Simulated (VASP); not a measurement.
A run of VASP 6.6.1 is set up as follows.

The input INCAR:

```
SYSTEM = Hg
  PREC = Accurate
  ENCUT = 520
  EDIFF = 1E-6
  ISMEAR = 0
  SIGMA = 0.05
  LREAL = .False.
  LASPH = .True.
  NELM = 150
  ALGO = Normal
  ISIF = 2
  LWAVE = .False.
  LCHARG = .False.
  MAGMOM = 0 0 0
  LORBIT = 11
  LSORBIT = .True.
  GGA_COMPAT = .False.
  LORBMOM = .True.
  GGA = PE
  NBANDS = 23
```

The input KPOINTS:

```
Automatic mesh
0
Gamma
  16 16 16
  0 0 0
```

Contents of POSCAR:

```
Hg
1.0
   -1.9288830719      1.9288830719      1.9288830719
    1.9288830719     -1.9288830719      1.9288830719
    1.9288830719      1.9288830719     -1.9288830719
Hg
1
Direct
    0.0000000000      0.0000000000      0.0000000000
```

Potentials or basis: VASP PAW PBE potentials, release 64 (Hg).

The run is started by

```bash
$ cat potpaw_PBE.64/Hg/POTCAR > POTCAR
$ mpirun -np 1 vasp_ncl > vasp.out
```

Q: Predict the net moment.

A: 0.00 μB per cell.

Q: Predict the pressure.

A: -0.3 GPa.

Moments on the atoms (μB; x, y, z):
```
Hg  0.00 0.00 0.00
```
